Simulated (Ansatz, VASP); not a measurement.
**ScGa3Te: VASP beside Ansatz**

```xyz
5
Lattice="4.7013 0.0000 0.0000 -2.3506 4.0714 0.0000 0.0000 0.0000 6.3599" Properties=species:S:1:pos:R:3 pbc="T T T"
Sc    0.0000    2.7143    3.1800
Ga    0.0000    0.0000    4.7049
Ga    0.0000    0.0000    1.6551
Ga    2.3506    1.3571    3.1800
Te    2.3506    1.3571    0.0000
```

Change from the starting cell: species swapped into the GaNi3As type (P-6m2, No. 187).

Alike in both runs: functional PBE; k mesh 12 × 12 × 6; occupations gaussian, width 0.1 eV; no spin polarisation.

Ansatz relaxed the structure, and its values are those at the end. VASP's run is a single point on that final structure, the one shown.

|  | VASP | Ansatz |
| --- | --- | --- |
| version | VASP 6.6.1 | Ansatz 0.2.0 |
| potentials or method | VASP PAW PBE potentials, release 64 (Sc_sv, Ga_d, Te), cutoff 520 eV | scalar-relativistic, plane waves, PAW |
| valence electrons in the cell | 56 | 66 |

```tsv
	VASP	Ansatz	Ansatz less VASP
gap on the k mesh at the Fermi level (eV)	none	none	-
pressure (GPa)	0.0	0.0	-0.05
```

A gap of «none» marks a metal or a gap that the smearing closes. The functional is the same, so the differences come from potentials, cutoffs and numerics. VASP's potentials hold 56 valence electrons a cell and Ansatz's 66, so a difference there can come from the potentials and not from the codes.

Spin-orbit coupling is off throughout.
